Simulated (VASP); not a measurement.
Wanted: the native input for a VASP 6.6.1 run.

```
Task                   : single point
Functional             : PBE
Potentials or basis    : VASP PAW PBE potentials, release 64 (Ta_pv, N)
Cutoff                 : 520 eV
k mesh                 : 9 × 9 × 9
Occupations            : fermi-dirac, width 0.02 eV
Spin                   : no spin polarisation
Dipole correction      : no
Further INCAR settings : ALGO = Normal; EDIFF = 1e-06; NBANDS = 15
```

The structure of TaN lies in POSCAR:

```
TaN
1.0
    0.0000000000      2.1790000000      2.1790000000
    2.1790000000      0.0000000000      2.1790000000
    2.1790000000      2.1790000000      0.0000000000
Ta N
1 1
Direct
    0.5000000000      0.5000000000      0.5000000000
    0.0264960991      0.0264960991      0.0264960991
```

This cell differs from its parent crystal: atom 2 (N) moved by [0.11547, 0.11547, 0.11547] A.

These files were run (other wordings do the same):

INCAR

```
SYSTEM = TaN
PREC = Accurate
ENCUT = 520
EDIFF = 1E-6
ISMEAR = -1
SIGMA = 0.02
LREAL = .False.
LASPH = .True.
NELM = 80
ALGO = Normal
ISIF = 2
LWAVE = .False.
LCHARG = .False.
GGA = PE
NBANDS = 15
```

KPOINTS

```
regular mesh
0
Gamma
  9 9 9
  0 0 0
```

Potentials or basis: VASP PAW PBE potentials, release 64 (Ta_pv, N).

The run is started by

```sh
$ cat potpaw_PBE.64/Ta_pv/POTCAR potpaw_PBE.64/N/POTCAR > POTCAR
$ mpirun -np 1 vasp_std > vasp.out
```

Results of the run:

| Item | Value |
| --- | --- |
| Pressure | 22.7 GPa |
| Largest force | 1.960 eV/Å |
| Band gap on the k mesh | zero (band 8 reaches 11.47 eV, above the bottom of band 9 at 7.96 eV) |

Caveat: the cell differs from its parent crystal (atom 2 (N) moved by [0.11547, 0.11547, 0.11547] A); spin-orbit coupling is left out, which moves the levels of the heavy elements; forces of over 1 eV/Å act on the atoms, so gaps and moduli don't describe the material at rest.

It took 14 s on 1 thread of Intel(R) Xeon(R) Platinum 8488C (Sapphire Rapids), on a shared host, peak memory 0.16 GiB.
